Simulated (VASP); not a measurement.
**KCl: relaxation of cell and atoms with PBEsol**

Crystal: KCl.

```
K Cl
1.0
     3.12128    3.12128    0.00000
    -3.12128    3.12128    0.00000
     0.00000    3.12128    3.12128
K Cl
1 1
Direct
  0.00000 0.00000 0.00000
  0.50000 0.50000 0.00000
```

```
Program                : VASP 6.6.1
Task                   : relaxation of cell and atoms
Functional             : PBEsol
Potentials or basis    : VASP PAW PBE potentials, release 64 (K_sv, Cl)
Cutoff                 : 600 eV
k mesh                 : 6 × 6 × 6
Occupations            : gaussian, width 0.01 eV
Spin                   : no spin polarisation
Target pressure        : -2 GPa
Dipole correction      : no
Further INCAR settings : ALGO = Normal; EDIFF = 1e-06; IBRION = 2; EDIFFG = -0.002; NSW = 100; ISIF = 3
```

The relaxed volume is 35.84 Å³/atom and the relaxed cell is a = 4.663 Å, b = 4.663 Å, c = 4.663 Å, α = 60.00°, β = 60.00°, γ = 90.00°. The space group after relaxing (to 0.05 Å) is Fm-3m (No. 225). The energy change on relaxing (the enthalpy is what falls) is +38.6 meV/atom, the ionic steps are 5 and the pressure after relaxing is -2.0 GPa. The band gap on the k mesh is 4.62 eV, direct.

The path:
```
step  energy change (eV)  largest force (eV/Å)  pressure (GPa)  volume (Å³)
   1              0.0000                0.0000            0.09        60.82
   2              0.0091                0.0000           -0.85        64.38
   3              0.0520                0.0000           -1.74        69.53
   4              0.0717                0.0000           -1.95        71.24
   5              0.0771                0.0000           -2.00        71.68
```

Final structure:
```cif
data_structure
_symmetry_space_group_name_H-M 'P 1'
_symmetry_Int_Tables_number 1
_cell_length_a 4.6627
_cell_length_b 4.6627
_cell_length_c 4.6627
_cell_angle_alpha 60.000
_cell_angle_beta 60.000
_cell_angle_gamma 90.000
_cell_volume 71.68
loop_
_atom_site_label
_atom_site_type_symbol
_atom_site_fract_x
_atom_site_fract_y
_atom_site_fract_z
_atom_site_occupancy
K1 K 0.00000 0.00000 0.00000 1
Cl1 Cl 0.50000 0.50000 0.00000 1
```

Levels at points of the mesh, in eV from the valence-band top:
| k point | band 4 | band 5 | band 6 | band 7 | band 8 | band 9 | band 10 | band 11 | band 12 |
| --- | --- | --- | --- | --- | --- | --- | --- | --- | --- |
| (0.00, 0.00, 0.00) | -10.93 | -10.93 | 0.00 | 0.00 | 0.00 | 4.62 | 8.21 | 8.21 | 8.21 |
| (0.50, 0.00, 0.00) | -10.94 | -10.75 | -0.86 | -0.24 | -0.24 | 7.04 | 7.94 | 10.02 | 10.02 |
| (0.50, 0.50, 0.00) | -10.97 | -10.97 | -0.57 | -0.20 | -0.20 | 6.50 | 7.64 | 9.14 | 9.89 |

It took 2.3 min on 1 thread of AMD EPYC 7R13, with other jobs on the host, peak memory 0.19 GiB.

Caveat: the cell is relaxed towards a set pressure, so the enthalpy falls and the energy may rise; the volume moved by over 15 % at a fixed basis, so the end points are rough; the PAW data sets were made with another functional, which shifts forces and pressure a little. Zero-point motion and thermal expansion aren't in these numbers.
